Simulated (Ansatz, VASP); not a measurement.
## One calculation of CsSnI3, two programs

The input INCAR:

```
PREC = Accurate
ENCUT = 600
EDIFF = 1E-6
ISMEAR = 0
SIGMA = 0.01
LREAL = F
LASPH = T
NELM = 80
ALGO = Normal
ISIF = 3
LWAVE = F
LCHARG = F
GGA = PS
IBRION = 2
NSW = 100
EDIFFG = -0.005
```

File KPOINTS:

```
regular mesh
0
Gamma
  6 6 6
```

Contents of POSCAR:

```
CsSnI3
1.0
    6.2057000000      0.0000000000      0.0000000000
    0.0000000000      6.2057000000      0.0000000000
    0.0000000000      0.0000000000      6.2057000000
Cs Sn I
1 1 3
Direct
    0.0000000000      0.0000000000      0.0000000000
    0.5000000000      0.5000000000      0.5000000000
    0.0000000000      0.5000000000      0.5000000000
    0.5000000000      0.0000000000      0.5000000000
    0.5000000000      0.5000000000      0.0000000000
```

Input for Ansatz:

```yaml
crystal:
  lattice:
    - [6.2057, 0.0, 0.0]
    - [0.0, 6.2057, 0.0]
    - [0.0, 0.0, 6.2057]
  atoms:
    - { symbol: Cs, position: [0.0, 0.0, 0.0] }
    - { symbol: Sn, position: [0.5, 0.5, 0.5] }
    - { symbol: I, position: [0.0, 0.5, 0.5] }
    - { symbol: I, position: [0.5, 0.0, 0.5] }
    - { symbol: I, position: [0.5, 0.5, 0.0] }
basis:
  ecutwfc: 420
kpoints:
  mp_grid: { grid: [6, 6, 6] }
hamiltonian:
  xc: pbesol
scf:
  occupations: { method: gaussian, width: 0.01 }
output:
  forces: true
  stress: true
  eigenvalues: true
relax:
  adjacent_minimum: "off"
  f_tol: 0.005
  max_steps: 80
  cell: { stress_tol: 0.05 }
```

Alike in both runs: task relaxation of cell and atoms; functional PBEsol; k mesh 6 × 6 × 6; occupations gaussian, width 0.01 eV; no spin polarisation.

|  | VASP | Ansatz |
| --- | --- | --- |
| version | VASP 6.6.1 | Ansatz 0.2.0 |
| potentials or method | VASP PAW PBE potentials, release 64 (Cs_sv, Sn_d, I), cutoff 600 eV | scalar-relativistic, plane waves, PAW |
| valence electrons in the cell | 44 | 74 |

|  | VASP | Ansatz | Ansatz less VASP |
| --- | --- | --- | --- |
| gap on the k mesh at the Fermi level, each at its own relaxed structure (eV) | 0.11 | 0.11 | 0.000 |
| relaxed volume (Å³/atom) | 46.25 | 46.16 | -0.087 |
| relaxed length of the cell vector where the two differ most in proportion (Å) | 6.138 | 6.134 | -0.0039 |

VASP's potentials were made for PBE, not for PBEsol. VASP's potentials hold 44 valence electrons a cell and Ansatz's 74, so a difference there can come from the potentials and not from the codes.

Spin-orbit coupling is off throughout.
